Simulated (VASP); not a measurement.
# Re (P6_3/mmc) in VASP: a series of runs

Runs on Re. Level: PBE. Tasks: single point.

Everything below comes from runs of VASP 6.6.1. Logs are shortened: lines on timing, memory, paths and dates and some standing lists are left out, and cuts for length are marked.

### Step 1. The cell of the first run

The structure is hexagonal, space group P6_3/mmc (No. 194). The conventional cell has a = 2.659 Å, b = 2.659 Å, c = 4.308 Å, α = 90.00°, β = 90.00°, γ = 120.00°. Re (site symmetry -6m2) has 12 Re at 2.65 to 2.66 Å within 3.5 Å.

### Step 2. Single point, PBE

File INCAR:

```
SYSTEM = Re
PREC     = Accurate       ! precision mode
ENCUT    = 520            ! plane-wave cutoff, eV
EDIFF    = 1E-6           ! SCF threshold, eV
ISMEAR   = -1             ! smearing method
SIGMA    = 0.05           ! smearing width, eV
LREAL    = .False.        ! projectors in reciprocal space
LASPH    = .True.         ! aspherical terms in the spheres
NELM     = 100            ! most SCF steps
ALGO     = Normal         ! electronic algorithm
ISIF     = 2              ! what is computed and relaxed
LWAVE    = .False.        ! write WAVECAR
LCHARG   = .True.         ! write CHGCAR
GGA      = PE             ! functional
LELF     = .True.         ! ELF
LVHAR    = .True.       
NBANDS   = 14             ! bands
```

File KPOINTS:

```
Automatic mesh
0
Gamma
  10 10 6
  0 0 0
```

File POSCAR:

```
Re
1.0
    2.6586213169      0.0000000000      0.0000000000
   -1.3293106584      2.3024335995      0.0000000000
    0.0000000000      0.0000000000      4.3082715385
Re
2
Direct
    0.3333333333      0.6666666667      0.2500000000
    0.6666666667      0.3333333333      0.7500000000
```

Potentials or basis: VASP PAW PBE potentials, release 64 (Re).

The run is started by

```sh
cat potpaw_PBE.64/Re/POTCAR > POTCAR
mpirun -np 1 vasp_std > vasp.out
```

OUTCAR:

```text
SYSTEM = Re
   PREC = Accurate
   ENCUT = 520
   EDIFF = 1E-6
   ISMEAR = -1
   LREAL = .False.
   LASPH = .True.
   NELM = 100
   ISIF = 2
   GGA = PE

 ion  position               nearest neighbor table
   1  0.333  0.667  0.250-   2 2.65   2 2.65   2 2.65   2 2.65   2 2.65   2 2.65
   2  0.667  0.333  0.750-   1 2.65   1 2.65   1 2.65   1 2.65   1 2.65   1 2.65

  LATTYP: Found a hexagonal cell.
 ALAT       =     2.6586213169
 C/A-ratio  =     1.6204908578

  Lattice vectors:

 A1 = (   2.6586213169,   0.0000000000,   0.0000000000)
 A2 = (  -1.3293106584,   2.3024335995,   0.0000000000)
 A3 = (   0.0000000000,   0.0000000000,   4.3082715385)

Analysis of symmetry for initial positions (statically):
=====================================================================
 Subroutine PRICEL returns:
 Original cell was already a primitive cell.

 Routine SETGRP: Setting up the symmetry group for a
 hexagonal supercell.

 Subroutine GETGRP returns: Found 24 space group operations
 (whereof 12 operations were pure point group operations)
 out of a pool of 24 trial point group operations.

The static configuration has the point symmetry D_3d.
 The point group associated with its full space group is D_6h.

Analysis of symmetry for dynamics (positions and initial velocities):
=====================================================================
 Subroutine PRICEL returns:
 Original cell was already a primitive cell.

 Routine SETGRP: Setting up the symmetry group for a
 hexagonal supercell.

 Subroutine GETGRP returns: Found 24 space group operations
 (whereof 12 operations were pure point group operations)
 out of a pool of 24 trial point group operations.

The dynamic configuration has the point symmetry D_3d.
 The point group associated with its full space group is D_6h.

 Subroutine INISYM returns: Found 24 space group operations
 (whereof 12 operations are pure point group operations),
 and found     1 'primitive' translations

----------------------------------------------------------------------------------------

                                     Primitive cell

  volume of cell :      26.3722

  direct lattice vectors                    reciprocal lattice vectors
     2.658621317  0.000000000  0.000000000     0.376134801  0.217161529  0.000000000
    -1.329310658  2.302433600  0.000000000     0.000000000  0.434323057  0.000000000
     0.000000000  0.000000000  4.308271538     0.000000000  0.000000000  0.232111646

  length of vectors
     2.658621317  2.658621317  4.308271538     0.434323057  0.434323057  0.232111646

  position of ions in fractional coordinates (direct lattice)
     0.333333333  0.666666667  0.250000000
     0.666666667  0.333333333  0.750000000

  ion indices of the primitive-cell ions
   primitive index   ion index
                 1           1
                 2           2

----------------------------------------------------------------------------------------

 KPOINTS: Automatic mesh

Automatic generation of k-mesh.
 Grid dimensions read from file:
 generate k-points for:   10   10    6

 Generating k-lattice:

  Cartesian coordinates                     Fractional coordinates (reciprocal lattice)
     0.037613480  0.021716153  0.000000000     0.100000000 -0.000000000  0.000000000
     0.000000000  0.043432306  0.000000000     0.000000000  0.100000000  0.000000000
     0.000000000  0.000000000  0.038685274     0.000000000  0.000000000  0.166666667

  Length of vectors
     0.043432306  0.043432306  0.038685274

  Shift w.r.t. Gamma in fractional coordinates (k-lattice)
     0.000000000  0.000000000  0.000000000

 Subroutine IBZKPT returns following result:
 ===========================================

 Found     56 irreducible k-points:

 Following reciprocal coordinates:
            Coordinates               Weight
  0.000000  0.000000  0.000000      1.000000
  0.100000  0.000000  0.000000      6.000000
  0.200000  0.000000  0.000000      6.000000
  0.300000  0.000000  0.000000      6.000000
  0.400000  0.000000  0.000000      6.000000
  0.500000  0.000000  0.000000      3.000000
[... 16 lines left out ...]
  0.300000  0.100000  0.166667     24.000000
  0.400000  0.100000  0.166667     24.000000
 [... further k-points ...]
   k-points           NKPTS =     56   k-points in BZ     NKDIM =     56   number of bands    NBANDS=     14
   number of dos      NEDOS =    301   number of ions     NIONS =      2
   total plane-waves  NPLWV =  12800
   dimension x,y,z NGX =    20 NGY =   20 NGZ =   32
   dimension x,y,z NGXF=    40 NGYF=   40 NGZF=   64
   ions per type =               2
   NGX,Y,Z   is equivalent  to a cutoff of  12.51, 12.51, 12.35 a.u.
   NGXF,Y,Z  is equivalent  to a cutoff of  25.01, 25.01, 24.70 a.u.
 SYSTEM =  Re
   PREC   = accura    normal or accurate (medium, high low for compatibility)
   ISTART =      0    job   : 0-new  1-cont  2-samecut
   ICHARG =      2    charge: 1-file 2-atom 10-const
   ISPIN  =      1    spin polarized calculation?
   LNONCOLLINEAR =      F non collinear calculations
   LSORBIT =      F    spin-orbit coupling
   LASPH  =      T    aspherical Exc in radial PAW
   ENCUT  =  520.0 eV  38.22 Ry    6.18 a.u.   4.94  4.94  8.01*2*pi/ulx,y,z
   NELM   =    100;   NELMIN=  2; NELMDL= -5     # of ELM steps
   EDIFF  = 0.1E-05   stopping-criterion for ELM
   LREAL  =      F    real-space projection
   EDIFFG = 0.1E-04   stopping-criterion for IOM
   NSW    =      0    number of steps for IOM
   IBRION =     -1    ionic relax: 0-MD 1-quasi-New 2-CG
   NFREE  =      0    steps in history (QN), initial steepest desc. (CG)
   ISIF   =      2    stress and relaxation
   ISYM   =      2    0-nonsym 1-usesym 2-fastsym
   POTIM  = 0.5000    time-step for ionic-motion
   TEBEG  =    0.0;   TEEND  =   0.0 temperature during run
   PSTRESS=    0.0 pullay stress
   NELECT =      14.0000    total number of electrons
   NUPDOWN=      -1.0000    fix difference up-down
   EMIN   =  10.00;   EMAX   =-10.00  energy-range for DOS
   EFERMI =   0.00;   METHOD = LEGACY
   ISMEAR =    -1;   SIGMA  =   0.05  broadening in eV -4-tet -1-fermi 0-gaus
   EFERMI_NEDOS =   21; number of points for ismear=-14 and -15
   IALGO  =     38    algorithm
   IMIX   =      4    mixing-type and parameters
     AMIX     =   0.40;   BMIX     =  1.00
     AMIX_MAG =   1.60;   BMIX_MAG =  1.00
  volume/ion in A,a.u.               =      13.19        88.98
  Fermi-wavevector in a.u.,A,eV,Ry     =   1.325568  2.504960 23.907206  1.757130
  Thomas-Fermi vector in A             =   2.455019
   LORBIT       =      0    0 simple, 1 ext, 2 COOP (PROOUT), +10 PAW based schemes
   GGA     = PE    functional components
   LHFCALC =     F    Hartree Fock is set to
   AEXX    =    0.0000 exact exchange contribution
   IVDW    =     0    specifies the selected vdW correction
   LEPSILON=     F    determine dielectric tensor
   LRPA    =     F    only Hartree local field effects (RPA)
 non-spin polarized calculation
  energy-cutoff  :      520.00
  volume of cell :       26.37
 maximum number of plane-waves:       730
 NGX is ok and might be reduce to    20
   NGX =  9   NGY =  9   NGZ = 17

 number of electron      13.9999999 magnetization

 Free energy of the ion-electron system (eV)
  ---------------------------------------------------
  ext. energy  EPLUGINS =         0.00000000
  ---------------------------------------------------
  free energy    TOTEN  =       -24.26279601 eV

  energy without entropy =      -24.25314624  energy(sigma->0) =      -24.25797112

 E-fermi :   9.3189     XC(G=0): -14.3420

 val. band max:        9.2844025032   @ k =   0.3000   0.3000   0.5000
 cond. band min:       9.3847735091   @ k =   0.4000   0.1000   0.3333
 fundamental gap:      0.1003710059
 Fermi energy:         9.3189143712

 k-point     1 :       0.0000    0.0000    0.0000
  band No.  band energies     occupation
      1      -1.3166      2.00000
      2       1.8290      2.00000
      3       7.3712      2.00000
      4       7.4172      2.00000
      5       7.4172      2.00000
      6       8.4048      2.00000
      7       8.4048      2.00000
      8       9.5258      0.03144
      9       9.5258      0.03144
     10      10.1771      0.00000
     11      13.2014      0.00000
     12      13.2014      0.00000
     13      20.8060      0.00000
     14      23.5916      0.00000

 k-point     2 :       0.1000    0.0000    0.0000
  band No.  band energies     occupation
      1      -0.8543      2.00000
      2       2.2592      2.00000
      3       6.5820      2.00000
      4       7.8529      2.00000
      5       7.9678      2.00000
      6       8.1812      2.00000
      7       8.4493      2.00000
      8       8.8194      1.99991
      9       9.1652      1.91164
     10       9.4746      0.08513
     11      13.4531      0.00000
     12      14.9651      0.00000
     13      20.8268      0.00000
     14      24.6460      0.00000

 k-point     3 :       0.2000    0.0000    0.0000
  band No.  band energies     occupation
      1       0.3695      2.00000
      2       3.1547      2.00000
      3       5.8347      2.00000
      4       6.3574      2.00000
      5       7.3612      2.00000
      6       8.4133      2.00000
      7       8.8858      1.99965
      8       9.1103      1.96960
      9       9.1780      1.88730
     10      10.0043      0.00000
     11      13.9056      0.00000
     12      17.7367      0.00000
     13      20.5314      0.00000
     14      26.7569      0.00000

 k-point     4 :       0.3000    0.0000    0.0000
  band No.  band energies     occupation
      1       1.7857      2.00000
      2       3.1861      2.00000
      3       4.6520      2.00000
      4       6.1285      2.00000
      5       7.3942      2.00000
      6       7.6868      2.00000
      7       8.2954      2.00000
      8      10.9282      0.00000
      9      11.0099      0.00000
     10      11.7553      0.00000
     11      14.2395      0.00000
     12      19.9294      0.00000
     13      20.4040      0.00000
     14      24.5418      0.00000

 k-point     5 :       0.4000    0.0000    0.0000
  band No.  band energies     occupation
      1       2.4500      2.00000
      2       2.7839      2.00000
      3       3.5653      2.00000
      4       6.9407      2.00000
      5       7.1923      2.00000
      6       7.8799      2.00000
      7       8.3231      2.00000
      8      13.0570      0.00000
      9      13.5554      0.00000
     10      13.6315      0.00000
     11      14.4038      0.00000
[... 276 lines left out ...]
 k-point    22 :       0.2000    0.1000    0.1667
  band No.  band energies     occupation
      1       1.6036      2.00000
      2       3.8794      2.00000
      3       4.9351      2.00000
      4       5.5303      2.00000
      5       6.8685      2.00000
      6       7.7663      2.00000
      7       8.5098      2.00000
      8       9.7970      0.00014
      9      10.8983      0.00000
     10      11.3852      0.00000
     11      13.7432      0.00000
     12      17.6463      0.00000
     13      21.8046      0.00000
     14      26.3039      0.00000

 k-point    23 :       0.3000    0.1000    0.1667
  band No.  band energies     occupation
      1       2.4292      2.00000
      2       3.4537      2.00000
      3       4.3219      2.00000
      4       5.6251      2.00000
      5       7.1586      2.00000
      6       7.9394      2.00000
      7       8.3781      2.00000
      8      11.1746      0.00000
      9      12.7912      0.00000
     10      12.8874      0.00000
     11      14.3461      0.00000
     12      18.6748      0.00000
     13      21.2030      0.00000
     14      24.5359      0.00000

 k-point    24 :       0.4000    0.1000    0.1667
  band No.  band energies     occupation
      1       2.3806      2.00000
      2       2.9703      2.00000
      3       4.3797      2.00000
      4       5.5699      2.00000
      5       6.9608      2.00000
      6       8.7195      1.99999
      7       9.0107      1.99580
      8      12.9045      0.00000
      9      13.4099      0.00000
     10      14.0741      0.00000
     11      15.8531      0.00000
     12      18.3174      0.00000
     13      20.6636      0.00000
     14      22.5770      0.00000

 [... further k-points ...]
[... 5 lines left out ...]
  --------------------------------------------------------------------------------------
  -------------------------------------------------------------------------------------
  Total       10.0213881     10.0213881      9.9809805      0.0000000     -0.0000000      0.0000000
  in kB      608.8240486    608.8240486    606.3691901      0.0000000     -0.0000000      0.0000000
  external PRESSURE =     608.0057624 kB  Pullay stress =       0.0000000 kB

 VOLUME and BASIS-vectors are now :
 -----------------------------------------------------------------------------
  energy-cutoff  :      520.00
  volume of cell :       26.37
      direct lattice vectors                 reciprocal lattice vectors
     2.658621317  0.000000000  0.000000000     0.376134801  0.217161529  0.000000000
    -1.329310658  2.302433600  0.000000000     0.000000000  0.434323057  0.000000000
     0.000000000  0.000000000  4.308271538     0.000000000  0.000000000  0.232111646

 POSITION                                       TOTAL-FORCE (eV/Angst)
 -----------------------------------------------------------------------------------
     -0.00000      1.53496      1.07707        -0.000000     -0.000000      0.000000
      1.32931      0.76748      3.23120         0.000000      0.000000      0.000000
 -----------------------------------------------------------------------------------
    total drift:                               -0.000000     -0.000000     -0.000000

  FREE ENERGIE OF THE ION-ELECTRON SYSTEM (eV)
  ---------------------------------------------------
  free  energy   TOTEN  =       -24.2627960107 eV

  energy  without entropy=      -24.2531462384  energy(sigma->0) =      -24.25797112
```

It took 36 s on 1 thread of Intel Xeon 8259CL, shared host; peak memory 0.15 GiB.

Results:

```yaml
Free_energy: -24.2628 eV
Pressure: 60.8 GPa
Band_gap_on_the_k_mesh: zero (band 7 reaches 11.35 eV, above the bottom of band 8 at 7.28 eV)
```

Levels at points of the mesh, in eV from the Fermi level:
| k point | band 4 | band 5 | band 6 | band 7 | band 8 | band 9 | band 10 | band 11 |
| --- | --- | --- | --- | --- | --- | --- | --- | --- |
| (0.00, 0.00, 0.00) | -1.90 | -1.90 | -0.91 | -0.91 | 0.21 | 0.21 | 0.86 | 3.88 |
| (0.50, 0.00, 0.00) | -2.30 | -1.73 | -1.59 | -0.70 | 4.71 | 5.13 | 5.34 | 7.11 |
| (0.00, 0.00, 0.50) | -2.75 | -2.04 | -2.04 | -2.04 | -2.04 | 2.97 | 2.97 | 2.97 |
| (0.50, 0.00, 0.50) | -4.82 | 0.42 | 0.42 | 1.20 | 1.20 | 5.07 | 5.07 | 5.56 |

Caveat: spin-orbit coupling is left out, which moves the levels of the heavy elements.

[end of part 1 of 2]
